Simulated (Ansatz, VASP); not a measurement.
**Ag: VASP beside Ansatz**

```xyz
4
Lattice="2.9323 0.0000 0.0000 -1.4661 2.5394 0.0000 0.0000 0.0000 23.1826" Properties=species:S:1:pos:R:3 pbc="T T T"
Ag    0.0000    0.0000    8.0277
Ag    0.0000    1.6930   10.4100
Ag    1.4661    0.8465   12.7726
Ag    0.0000    0.0000   15.1549
```

Alike in both runs: functional PBE; k mesh 14 × 14 × 1; occupations fermi-dirac, width 0.05 eV; no spin polarisation.

Ansatz relaxed the structure, and its values are those at the end. VASP's run is a single point on that final structure, the one shown.

|  | VASP | Ansatz |
| --- | --- | --- |
| version | VASP 6.6.1 | Ansatz 0.2.0 |
| potentials or method | VASP PAW PBE potentials, release 64 (Ag), cutoff 520 eV | all-electron LAPW, scalar-relativistic |

Ansatz gave:

| Item | Value |
| --- | --- |
| rms of the force components (eV/Å) | 0.004 |

**Question.** What did VASP give for the same quantities?

**Answer.** rms of the force components (eV/Å): 0.005.

Ansatz ran all-electron here, and VASP with PAW potentials.
